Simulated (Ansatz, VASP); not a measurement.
Two plane-wave programs on Pb

```
Pb
1.0
     3.48000    0.00000    0.00000
    -1.74000    3.01377    0.00000
     0.00000    0.00000    5.64590
Pb
2
Direct
  0.66667 0.33333 0.75000
  0.33333 0.66667 0.25000
```

Alike in both runs: functional PBEsol; k mesh 7 × 7 × 4; occupations fermi-dirac, width 0.05 eV; no spin polarisation.

|  | VASP | Ansatz |
| --- | --- | --- |
| version | VASP 6.6.1 | Ansatz 0.2.0 |
| potentials or method | VASP PAW PBE potentials, release 64 (Pb_d) | Ansatz PAW |
| plane-wave cutoff (eV) | 520 | 420 |
| valence electrons in the cell | 28 | 28 |
| task | single point | band structure |

|  | VASP | Ansatz | Ansatz less VASP |
| --- | --- | --- | --- |
| gap on the k mesh at the Fermi level (eV) | none | none | - |
| pressure (GPa) | 0.2 | 0.3 | +0.03 |
| traceless stress, the component that is largest in VASP (GPa) | -1.01 | -1.02 | -0.007 |

VASP's potentials were made for PBE, not for PBEsol. A gap of «none» marks a metal or a gap that the smearing closes. With one functional, cell and mesh, what is left measures potentials, basis and numerics.

Spin-orbit coupling is off throughout.
